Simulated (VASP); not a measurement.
Input of a VASP 6.6.1 run:

Contents of INCAR:

```
ALGO = Fast
EDIFF = 1E-6
ENCUT = 520
GGA = PS
ISIF = 2
ISMEAR = 0
LASPH = True
LCHARG = False
LREAL = False
LWAVE = False
NBANDS = 12
NELM = 100
PREC = Accurate
SIGMA = 0.15
```

The input KPOINTS:

```
k-points
0
Gamma
  24 24 24
```

POSCAR

```
Cu
1.0
    0.0000000000      1.7509782209      1.9260760430
    1.7509782209      0.0000000000      1.9260760430
    1.7509782209      1.7509782209      0.0000000000
Cu
1
Direct
    0.0000000000      0.0000000000      0.0000000000
```

Potentials or basis: VASP PAW PBE potentials, release 64 (Cu).

Launch:

```console
$ cat potpaw_PBE.64/Cu/POTCAR > POTCAR
$ mpirun -np 1 vasp_std > vasp.out
```

Q: What does it give for the pressure?

A: -5.3 GPa.

Stress tensor (GPa, compression positive):
```
 -2.79   0.00   0.00
  0.00  -2.79   0.00
  0.00   0.00 -10.30
```

Caveat: the PAW data sets were made with another functional, which shifts forces and pressure a little.
